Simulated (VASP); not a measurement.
A run of VASP 6.6.1 is set up as follows.

File INCAR:

```
SYSTEM = MgO
  ALGO = Normal
  EDIFF = 1E-6
  ENCUT = 520
  GGA = PS
  ISIF = 2
  ISMEAR = 0
  LASPH = .True.
  LCHARG = .True.
  LELF = .True.
  LREAL = .False.
  LVHAR = .True.
  LWAVE = .False.
  NBANDS = 26
  NELM = 100
  PREC = Accurate
  SIGMA = 0.05
```

File KPOINTS:

```
k-points
0
Gamma
  8 8 8
  0 0 0
```

The input POSCAR:

```
MgO
1.0
    3.4947663887      0.0000000000      0.0000000000
    1.7473831944     -3.0265564729     -4.1947132255
    1.7473831943      3.0265564729     -4.1947132255
Mg O
4 4
Direct
    0.8767497250      0.4598662001      0.7866343498
    0.3767497250      0.9598662001      0.2866343498
    0.1267497250      0.5366343498      0.2098662001
    0.6267497250      0.0366343498      0.7098662001
    0.6223418922      0.7177648155      0.0375514002
    0.1223418922      0.2177648155      0.5375514002
    0.3723418922      0.2875514002      0.9677648155
    0.8723418922      0.7875514002      0.4677648155
```

Potentials or basis: VASP PAW PBE potentials, release 64 (Mg, O).

Launch:

```sh
$ cat potpaw_PBE.64/Mg/POTCAR potpaw_PBE.64/O/POTCAR > POTCAR
$ mpirun -np 1 vasp_std > vasp.out
```

Estimate the largest force.

0.700 eV/Å.

What does it give for the pressure?

0.1 GPa.

Stress tensor (GPa, compression positive):
```
-3.82  0.00  0.00
 0.00  4.00  0.00
 0.00  0.00 -0.02
```

Caveat: the cell differs from its parent crystal (atoms displaced along a vibrational mode); the PAW data sets were made with another functional, which shifts forces and pressure a little.
